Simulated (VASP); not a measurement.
Set up this calculation in VASP 6.6.1, as the native input.

```yaml
Task: single point
Functional: r2SCAN
Potentials_or_basis: VASP PAW PBE potentials, release 64 (Te, Mo_sv)
Cutoff: 520 eV
k_mesh: 12 × 12 × 2
Occupations: gaussian, width 0.05 eV
Spin: no spin polarisation
Dipole_correction: no
Further_INCAR_settings: ALGO = Normal; EDIFF = 1e-06; NBANDS = 20
```

Slab: Te2Mo, a slab with vacuum.

```
Te Mo
1.0
     3.56023    0.00000    0.00000
    -1.78012    3.08325    0.00000
     0.00000    0.00000   17.52406
Te Mo
2 1
Direct
  0.34251 0.68501 0.89504
  0.34251 0.68501 0.09933
  0.00000 0.00000 0.00000
```

This cell differs from its parent crystal: all Te atoms moved -0.075 Å, as atom 1 towards its neighbour atom 3 (Mo) at 2.726 Å.

The input as run:

POSCAR

```
Te2Mo
1.0
    3.5602328140      0.0000000000      0.0000000000
   -1.7801164070      3.0832520603      0.0000000000
    0.0000000000      0.0000000000     17.5240578200
Te Mo
2 1
Direct
    0.3425054750      0.6850109501      0.8950447971
    0.3425054750      0.6850109501      0.0993338971
    0.0000000000      0.0000000000      0.0000000000
```

INCAR.step1

```
SYSTEM = Te2Mo
ALGO = Normal ; EDIFF = 1E-4
ENCUT = 520 ; GGA = PE
ISMEAR = 0 ; LASPH = .TRUE.
LCHARG = .FALSE. ; LREAL = .FALSE.
LWAVE = .TRUE. ; NBANDS = 20
NELM = 100 ; PREC = Accurate
SIGMA = 0.05
```

INCAR.step2

```
SYSTEM = Te2Mo
ALGO = Normal ; EDIFF = 1E-6
ENCUT = 520 ; ISIF = 2
ISMEAR = 0 ; ISTART = 1
LASPH = .TRUE. ; LCHARG = .FALSE.
LMIXTAU = .TRUE. ; LREAL = .FALSE.
LWAVE = .FALSE. ; METAGGA = R2SCAN
NBANDS = 20 ; NELM = 100
PREC = Accurate ; SIGMA = 0.05
```

KPOINTS

```
k-points
0
G
  12 12 2
  0 0 0
```

Potentials or basis: VASP PAW PBE potentials, release 64 (Te, Mo_sv).

Launch:

```console
$ cat potpaw_PBE.64/Te/POTCAR potpaw_PBE.64/Mo_sv/POTCAR > POTCAR
$ cp INCAR.step1 INCAR
$ mpirun -np 1 vasp_std > vasp.out
$ cp INCAR.step2 INCAR
$ mpirun -np 1 vasp_std > vasp.out
```

Results of the run:

| Quantity | Value |
| --- | --- |
| Largest force | 1.350 eV/Å |
| Band gap on the k mesh | 1.13 eV, direct |

Caveat: the cell differs from its parent crystal (all Te atoms moved -0.075 Å, as atom 1 towards its neighbour atom 3 (Mo) at 2.726 Å); the PAW data sets were made with another functional, which shifts forces and pressure a little; spin-orbit coupling is left out, which moves the levels of the heavy elements.

Wall time 31 min on 1 thread of Oxide Virtual Turin-like Processor (shared host), peak memory 0.55 GiB.
